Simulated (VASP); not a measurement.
Set up this calculation in VASP 6.6.1, as the native input.

```
Task                   : single point
Functional             : PBE
Dispersion             : D3(BJ)
Potentials or basis    : VASP PAW PBE potentials, release 64 (Co, C, N)
Cutoff                 : 520 eV
k mesh                 : 6 × 6 × 6
Occupations            : gaussian, width 0.1 eV
Spin                   : collinear spin, ferromagnetic start
Starting moments       : [0.95, 0.0, 0.0, 0.0, 0.0, 0.0, 0.0, 0.11, 0.11, 0.11, 0.11, 0.11, 0.11] μB
Dipole correction      : no
Further INCAR settings : ALGO = Fast; EDIFF = 1e-06; NBANDS = 48
```

The structure of CoC6N6 lies in POSCAR:

```
CoC6N6
1.0
    5.8036222361      0.0000000000      0.0000000000
   -2.9018111180      5.0260842904      0.0000000000
    0.0000000000      0.0000000000      6.5593863353
Co C N
1 6 6
Direct
    0.0000000000      0.0000000000      0.0000000000
    0.0000000000      0.2630010113      0.8359308890
    0.2630010113      0.0000000000      0.8359308890
    0.7369989887      0.7369989887      0.8359308890
    0.0000000000      0.7369989887      0.1640691110
    0.7369989887      0.0000000000      0.1640691110
    0.2630010113      0.2630010113      0.1640691110
    0.0000000000      0.4311914645      0.7340731374
    0.4311914645      0.0000000000      0.7340731374
    0.5688085355      0.5688085355      0.7340731374
    0.0000000000      0.5688085355      0.2659268626
    0.5688085355      0.0000000000      0.2659268626
    0.4311914645      0.4311914645      0.2659268626
```

One way to write it, as run:

INCAR

```
ALGO = Fast ; EDIFF = 1E-6
ENCUT = 520 ; GGA = PE
ISIF = 2 ; ISMEAR = 0
ISPIN = 2 ; IVDW = 12
LASPH = T ; LCHARG = F
LMAXMIX = 4 ; LORBIT = 11
LREAL = F ; LWAVE = F
MAGMOM = 0.95 0 0 0 0 0 0 0.11 0.11 0.11 0.11 0.11 0.11 ; NBANDS = 48
NELM = 150 ; PREC = Accurate
SIGMA = 0.1
```

KPOINTS

```
k-points
0
Gamma
  6 6 6
```

Potentials or basis: VASP PAW PBE potentials, release 64 (Co, C, N).

Launch:

```sh
$ cat potpaw_PBE.64/Co/POTCAR potpaw_PBE.64/C/POTCAR potpaw_PBE.64/N/POTCAR > POTCAR
$ mpirun -np 1 vasp_std > vasp.out
```

It gave:

```yaml
Pressure: 0.4 GPa
Largest_force: 0.403 eV/Å
Band_gap_on_the_k_mesh: zero (filled and empty bands overlap)
Net_moment: 3.00 μB per cell
Site_moments: Co +0.74; C +0.06; N +0.22 μB
Valence_electrons_inside_the_program's_atomic_spheres: Co 8.98; C 2.57; N 3.75
Dispersion_energy_per_atom: -0.116 eV
```

Caveat: a cell with one magnetic atom can't hold antiferromagnetic order, which such compounds often take.

Run time: 26 min on 1 thread of Oxide Virtual Turin-like Processor (shared host), peak memory 0.68 GiB.
